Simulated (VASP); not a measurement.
# Rb (Cmcm) in VASP: notebook, part 2 of 2

VASP 6.6.1. The steps go on from the part before.

## 3. Single point, PBE+D3(BJ) (83.86 Å³/atom)

This run uses another cell than the first one, of 83.86 Å³/atom.

Input file INCAR:

```
SYSTEM = Rb
  ALGO = Fast
  EDIFF = 1E-6
  ENCUT = 520
  GGA = PE
  ISIF = 2
  ISMEAR = 0
  IVDW = 12
  LASPH = .True.
  LCHARG = .False.
  LREAL = .False.
  LWAVE = .False.
  NBANDS = 16
  NELM = 60
  PREC = Accurate
  SIGMA = 0.15
```

Input file KPOINTS:

```
k-points
0
Gamma
  12 12 6
  0 0 0
```

Input file POSCAR:

```
Rb
1.0
    2.6051640581     -4.5592842703      0.0000000000
    2.6051640581      4.5592842703      0.0000000000
    0.0000000000      0.0000000000      7.0599624849
Rb
2
Direct
    0.8359965595      0.1640034405      0.7500000000
    0.1640034405      0.8359965595      0.2500000000
```

Potentials or basis: VASP PAW PBE potentials, release 64 (Rb_sv).

Command:

```bash
$ cat potpaw_PBE.64/Rb_sv/POTCAR > POTCAR
$ mpirun -np 1 vasp_std > vasp.out
```

OUTCAR:

```text
SYSTEM = Rb
   EDIFF = 1E-6
   ENCUT = 520
   GGA = PE
   ISIF = 2
   ISMEAR = 0
   IVDW = 12
   LASPH = .True.
   LREAL = .False.
   NELM = 60
   PREC = Accurate
 IVDW          = 12

 ion  position               nearest neighbor table
   1  0.836  0.164  0.750-   2 4.63   2 4.63   2 4.66   2 4.66   2 4.66   2 4.66
   2  0.164  0.836  0.250-   1 4.63   1 4.63   1 4.66   1 4.66   1 4.66   1 4.66

  LATTYP: Found a base centered orthorhombic cell.
 ALAT       =     5.2103281162
 B/A-ratio  =     1.7500948764
 C/A-ratio  =     1.3549938368

  Lattice vectors:

 A1 = (   2.6051640581,  -4.5592842703,   0.0000000000)
 A2 = (   2.6051640581,   4.5592842703,   0.0000000000)
 A3 = (   0.0000000000,   0.0000000000,   7.0599624849)

Analysis of symmetry for initial positions (statically):
=====================================================================
 Subroutine PRICEL returns:
 Original cell was already a primitive cell.

 Routine SETGRP: Setting up the symmetry group for a
 base centered orthorhombic supercell.

 Subroutine GETGRP returns: Found  8 space group operations
 (whereof  4 operations were pure point group operations)
 out of a pool of  8 trial point group operations.

The static configuration has the point symmetry C_2h.
[... 168 lines left out ...]
 fundamental gap:      0.0064158577
 Fermi energy:         0.2183782111

 k-point     1 :       0.0000    0.0000    0.0000
  band No.  band energies     occupation
      1     -28.6807      2.00000
      2     -28.6685      2.00000
      3     -12.8747      2.00000
      4     -12.7599      2.00000
      5     -12.7552      2.00000
      6     -12.7149      2.00000
[... 433 lines left out ...]
      3     -12.8254      2.00000
      4     -12.7938      2.00000
      5     -12.7826      2.00000
      6     -12.7519      2.00000
[... 8 lines left out ...]
     15       3.1726      0.00000
     16       4.1122      0.00000

 [... further k-points ...]

------------------------ aborting loop because EDIFF is reached ----------------------------------------

 Edisp (eV)   -0.21868

 E8    (eV) :    -0.1248

  FORCE on cell =-STRESS in cart. coord.  units (eV):
  Direction    XX          YY          ZZ          XY          YZ          ZX
  --------------------------------------------------------------------------------------
  -------------------------------------------------------------------------------------
  Total      -0.08329    -0.06590     0.55740     0.00000    -0.00000     0.00000
  in kB      -0.79566    -0.62959     5.32491     0.00000    -0.00000     0.00000
  external pressure =        1.30 kB  Pullay stress =        0.00 kB

 VOLUME and BASIS-vectors are now :
 -----------------------------------------------------------------------------
  energy-cutoff  :      520.00
  volume of cell :      167.71
      direct lattice vectors                 reciprocal lattice vectors
     2.605164058 -4.559284270  0.000000000     0.191926492 -0.109666336  0.000000000
     2.605164058  4.559284270  0.000000000     0.191926492  0.109666336  0.000000000
     0.000000000  0.000000000  7.059962485     0.000000000  0.000000000  0.141643812

 POSITION                                       TOTAL-FORCE (eV/Angst)
 -----------------------------------------------------------------------------------
      2.60516     -3.06381      5.29497         0.000000      0.002029      0.000000
      2.60516      3.06381      1.76499         0.000000     -0.002029      0.000000
 -----------------------------------------------------------------------------------
    total drift:                               -0.000000     -0.000000      0.000000

  FREE ENERGIE OF THE ION-ELECTRON SYSTEM (eV)
  ---------------------------------------------------
  free  energy   TOTEN  =        -2.0470820834 eV

  energy  without entropy=       -2.0290373582  energy(sigma->0) =       -2.03805972
```

OSZICAR:

```text
N       E                     dE             d eps       ncg     rms          rms(c)
DAV:   1     0.111723434492E+03    0.11172E+03   -0.70134E+03  5504   0.861E+02
DAV:   2     0.946096420166E+01   -0.10226E+03   -0.99103E+02  7496   0.185E+02
DAV:   3    -0.941274779984E+00   -0.10402E+02   -0.10367E+02  7936   0.560E+01
DAV:   4    -0.181918567904E+01   -0.87791E+00   -0.87779E+00  8864   0.115E+01
DAV:   5    -0.182697739516E+01   -0.77917E-02   -0.77914E-02  7792   0.118E+00    0.191E+00
RMM:   6    -0.182688216643E+01    0.95229E-04   -0.47691E-03  5801   0.363E-01    0.117E+00
RMM:   7    -0.182819765815E+01   -0.13155E-02   -0.90188E-03  6079   0.478E-01    0.764E-02
RMM:   8    -0.182838433053E+01   -0.18667E-03   -0.64356E-04  7466   0.137E-01    0.112E-02
RMM:   9    -0.182839939050E+01   -0.15060E-04   -0.13934E-04  8891   0.520E-02    0.112E-02
RMM:  10    -0.182840361044E+01   -0.42199E-05   -0.26498E-05  9308   0.234E-02    0.666E-03
RMM:  11    -0.182840437609E+01   -0.76565E-06   -0.97143E-06  7967   0.125E-02
   1 F= -.20470821E+01 E0= -.20380597E+01  d E =-.180447E-01
```

Run time: 5.7 min. Hardware: 1 thread of Intel Xeon 8259CL, shared host; peak memory 0.54 GiB.

What came out:

| Item | Value |
| --- | --- |
| Free energy | -2.0471 eV |
| Pressure | 0.1 GPa |
| Band gap on the k mesh | zero (bands 9 and 10 overlap by 2.12 eV) |
| Dispersion energy per atom | -0.109 eV |

Forces on the atoms (eV/Å):
```
Rb   0.000  0.002  0.000
Rb   0.000 -0.002  0.000
```

## 4. Single point, PBE+D3(BJ) (83.86 Å³/atom)

This run uses another cell than the first one, of 83.86 Å³/atom.

Input file INCAR:

```
PREC = Accurate
ENCUT = 520
EDIFF = 1E-6
ISMEAR = 0
SIGMA = 0.15
LREAL = False
LASPH = True
NELM = 100
ALGO = Fast
ISIF = 2
LWAVE = False
LCHARG = False
GGA = PE
IVDW = 12
NBANDS = 16
```

Input file KPOINTS:

```
Automatic mesh
0
Gamma
  12 12 6
```

Input file POSCAR:

```
Rb
1.0
    2.5019332685     -4.3786205943      0.0000000000
    2.5019332685      4.3786205943      0.0000000000
    0.0000000000      0.0000000000      7.6545753930
Rb
2
Direct
    0.8359965595      0.1640034405      0.7500000000
    0.1640034405      0.8359965595      0.2500000000
```

Command:

```bash
$ cat potpaw_PBE.64/Rb_sv/POTCAR > POTCAR
$ mpirun -np 1 vasp_std > vasp.out
```

Run time: 6.3 min. Hardware: 1 thread of Intel Xeon 8259CL, shared host; peak memory 0.56 GiB.

The run converged. Its results:

| Property | Result |
| --- | --- |
| Free energy | -2.0853 eV |
| Pressure | 0.1 GPa |
| Band gap on the k mesh | zero (bands 9 and 10 overlap by 2.31 eV) |
| Dispersion energy per atom | -0.110 eV |

Stress tensor (GPa, compression positive):
```
 0.00  0.00  0.00
 0.00 -0.01  0.00
 0.00  0.00  0.27
```

Levels at points of the mesh, in eV from the Fermi level:
```
           k point  band 6  band 7  band 8  band 9  band 10  band 11  band 12  band 13
(0.00, 0.00, 0.00)  -12.90  -12.90  -12.89   -2.08     0.28     0.95     3.34     3.44
(0.50, 0.00, 0.00)  -12.95  -12.93  -12.91   -0.05     0.26     1.35     1.49     2.30
(0.50, 0.50, 0.00)  -12.95  -12.93  -12.91   -0.06     0.22     1.37     1.52     2.23
(0.00, 0.00, 0.50)  -12.91  -12.91  -12.91   -1.29    -1.29     2.61     2.61     3.37
(0.50, 0.00, 0.50)  -12.93  -12.92  -12.92    0.38     0.38     0.94     0.94     2.62
(0.50, 0.50, 0.50)  -12.93  -12.92  -12.92    0.35     0.35     0.92     0.92     2.61
```

## 5. Single point, PBE+D3(BJ) (83.86 Å³/atom)

This run uses another cell than the first one, of 83.86 Å³/atom.

Input file INCAR:

```
PREC     = Accurate       # precision mode
ENCUT    = 520            # plane-wave cutoff, eV
EDIFF    = 1E-6           # SCF threshold, eV
ISMEAR   = 0              # smearing method
SIGMA    = 0.15           # smearing width, eV
LREAL    = False          # projectors in reciprocal space
LASPH    = True           # aspherical terms in the spheres
NELM     = 100            # most SCF steps
ALGO     = Fast           # electronic algorithm
ISIF     = 2              # what is computed and relaxed
LWAVE    = False          # write WAVECAR
LCHARG   = False          # write CHGCAR
GGA      = PE             # functional
IVDW     = 12             # dispersion correction
NBANDS   = 16             # bands
```

Input file KPOINTS:

```
regular mesh
0
Gamma
  12 12 6
```

Input file POSCAR:

```
Rb
1.0
    2.4027652016     -4.2050670685      0.0000000000
    2.4027652016      4.2050670685      0.0000000000
    0.0000000000      0.0000000000      8.2994608727
Rb
2
Direct
    0.8359965595      0.1640034405      0.7500000000
    0.1640034405      0.8359965595      0.2500000000
```

Command:

```bash
$ cat potpaw_PBE.64/Rb_sv/POTCAR > POTCAR
$ mpirun -np 1 vasp_std > vasp.out
```

It took 4.9 min on 1 thread of Intel Xeon 8259CL, shared host; peak memory 0.53 GiB.

Results (log left out):

| Property | Result |
| --- | --- |
| Free energy | -2.0871 eV |
| Pressure | 0.1 GPa |
| Band gap on the k mesh | zero (bands 9 and 10 overlap by 2.51 eV) |
| Dispersion energy per atom | -0.110 eV |

Stress tensor (GPa, compression positive):
```
 0.18  0.00  0.00
 0.00  0.16  0.00
 0.00  0.00 -0.09
```

Levels at points of the mesh, in eV from the Fermi level:
| k point | band 6 | band 7 | band 8 | band 9 | band 10 | band 11 | band 12 | band 13 |
| --- | --- | --- | --- | --- | --- | --- | --- | --- |
| (0.00, 0.00, 0.00) | -12.89 | -12.89 | -12.89 | -2.08 | 0.00 | 0.56 | 3.39 | 3.59 |
| (0.50, 0.00, 0.00) | -12.93 | -12.91 | -12.91 | 0.12 | 0.41 | 1.22 | 1.57 | 2.08 |
| (0.50, 0.50, 0.00) | -12.93 | -12.92 | -12.91 | 0.10 | 0.37 | 1.24 | 1.58 | 2.01 |
| (0.00, 0.00, 0.50) | -12.89 | -12.89 | -12.89 | -1.41 | -1.41 | 2.18 | 2.18 | 3.65 |
| (0.50, 0.00, 0.50) | -12.92 | -12.92 | -12.92 | 0.42 | 0.42 | 1.02 | 1.02 | 2.49 |
| (0.50, 0.50, 0.50) | -12.92 | -12.92 | -12.92 | 0.39 | 0.39 | 1.00 | 1.00 | 2.48 |

## 6. Summary

```csv
cell,further INCAR settings,gap on the mesh (eV),pressure (GPa)
"a = 4.702, b = 4.702, c = 8.563 Å, angles 90.0, 90.0, 120.5°, 2 atoms",ALGO = Fast; EDIFF = 1e-07; NBANDS = 16,none,0.2
"a = 5.251, b = 5.251, c = 7.060 Å, angles 90.0, 90.0, 120.5°, 2 atoms",ALGO = Fast; EDIFF = 1e-06; NBANDS = 16,none,0.1
"a = 5.043, b = 5.043, c = 7.655 Å, angles 90.0, 90.0, 120.5°, 2 atoms",ALGO = Fast; EDIFF = 1e-06; NBANDS = 16,none,0.1
"a = 4.843, b = 4.843, c = 8.299 Å, angles 90.0, 90.0, 120.5°, 2 atoms",ALGO = Fast; EDIFF = 1e-06; NBANDS = 16,none,0.1
```

Alike in all rows: task single point; level PBE+D3(BJ); potentials or basis VASP PAW PBE potentials, release 64 (Rb_sv); no spin polarisation; k mesh 12 × 12 × 6; cutoff (eV) 520; smearing gaussian 0.15 eV.

Total energies depend on the potentials used, so only differences within one code and one set of settings carry meaning.
